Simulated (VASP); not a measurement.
# SnC2: single point with LDA

Crystal: SnC2.

```
Sn C
1.0
    -1.86314    1.86314    3.13035
     1.86314   -1.86314    3.13035
     1.86314    1.86314   -3.13035
Sn C
1 2
Direct
  0.00000 0.00000 0.00000
  0.60039 0.60039 0.00000
  0.39961 0.39961 0.00000
```

```
Program                : VASP 6.6.1
Task                   : single point
Functional             : LDA
Potentials or basis    : VASP PAW LDA potentials, release 64 (Sn_d, C)
Cutoff                 : 520 eV
k mesh                 : 12 × 12 × 12
Occupations            : gaussian, width 0.01 eV
Spin                   : no spin polarisation
Dipole correction      : no
Further INCAR settings : ALGO = Normal; EDIFF = 1e-06; NBANDS = 18
```

The pressure is 10.4 GPa, the largest force is 0.510 eV/Å and the band gap on the k mesh is zero (band 11 reaches 7.92 eV, above the bottom of band 12 at 6.87 eV).

Forces on the atoms (eV/Å):
```
Sn   0.000  0.000  0.000
C    0.000  0.000  0.510
C    0.000  0.000 -0.510
```

Stress tensor (GPa, compression positive):
```
10.26  0.00  0.00
 0.00 10.26  0.00
 0.00  0.00 10.64
```

Levels at points of the mesh, in eV from the Fermi level:
```csv
k point,band 9,band 10,band 11,band 12,band 13,band 14
"(0.00, 0.00, 0.00)",-4.43,-4.43,-0.05,1.73,1.73,2.59
"(0.50, 0.00, 0.00)",-5.09,-4.14,-0.22,0.61,1.58,1.76
"(0.50, 0.50, 0.00)",-6.75,-5.95,-1.14,-0.50,4.12,4.61
"(0.50, 0.50, 0.50)",-5.54,-5.54,-2.09,3.74,4.47,4.47
```

It took 60 s on 1 thread of AMD EPYC 9R45 96-Core Processor (Zen 5), with other jobs on the host, peak memory 0.21 GiB.

Caveat: spin-orbit coupling is left out, which moves the levels of the heavy elements.
